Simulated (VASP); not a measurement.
NaCl:

```xyz
2
Lattice="0.0000 2.8100 2.8100 2.8100 0.0000 2.8100 2.8100 2.8100 0.0000" Properties=species:S:1:pos:R:3 pbc="T T T"
Na    0.0000    0.0000    0.0000
Cl    2.8100    2.8100    2.8100
```

| Item | Value |
| --- | --- |
| Program | VASP 6.6.1 |
| Task | relaxation of cell and atoms |
| Functional | LDA |
| Potentials or basis | VASP PAW LDA potentials, release 64 (Na_pv, Cl) |
| Cutoff | 600 eV |
| k mesh | 10 × 10 × 10 |
| Occupations | fermi-dirac, width 0.05 eV |
| Spin | no spin polarisation |

At the start: pressure -2.2 GPa; volume 22.19 Å³/atom.

Task: How do energy, volume and symmetry change on relaxing?

Result: Over 6 steps the energy falls by 13.2 meV/atom and the volume is 20.41 Å³/atom (-8.0 %); space group Fm-3m (No. 225, to 0.1 Å) before and after.

The path:
```csv
step,energy change (eV),largest force (eV/Å),pressure (GPa),volume (Å³)
1,0.0000,0.0000,-2.18,44.38
2,-0.0203,0.0000,-1.24,42.46
3,-0.0246,0.0000,0.60,39.97
4,-0.0264,0.0000,0.10,40.74
5,-0.0264,0.0000,-0.07,40.88
6,-0.0264,0.0000,0.01,40.82
```

Final structure:
```xyz
2
Lattice="0.0000 2.7327 2.7327 2.7327 0.0000 2.7327 2.7327 2.7327 0.0000" Properties=species:S:1:pos:R:3 pbc="T T T"
Na    0.0000    0.0000    0.0000
Cl    2.7327    2.7327    2.7327
```
